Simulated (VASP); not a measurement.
Ge: single point with r2SCAN

The system is Ge.

```
CELL_PARAMETERS angstrom
2.81935 0.00000 0.00000
-1.40967 2.44163 0.00000
0.00000 0.00000 4.83808
ATOMIC_POSITIONS crystal
Ge 0.33333 0.66667 0.25000
Ge 0.66667 0.33333 0.75000
```

```
Program             : VASP 6.6.1
Task                : single point
Functional          : r2SCAN
Potentials or basis : VASP PAW PBE potentials, release 64 (Ge_d)
Cutoff              : 520 eV
k mesh              : 10 × 10 × 5
Occupations         : fermi-dirac, width 0.05 eV
Spin                : no spin polarisation
```

```yaml
Pressure: 9.8 GPa
Band_gap_on_the_k_mesh: zero (band 14 reaches 17.08 eV, above the bottom of band 15 at 5.39 eV)
```

Levels at points of the mesh, in eV from the Fermi level:
```csv
k point,band 12,band 13,band 14,band 15,band 16,band 17
"(0.00, 0.00, 0.00)",-9.36,-7.01,8.83,8.83,9.59,10.88
"(0.50, 0.00, 0.00)",-7.87,-2.96,-2.55,-1.37,1.18,3.49
```

It took 110 s on 1 thread of Intel(R) Xeon(R) Platinum 8488C (Sapphire Rapids) (shared host), peak memory 0.16 GiB.

Caveat: the PAW data sets were made with another functional, which shifts forces and pressure a little.
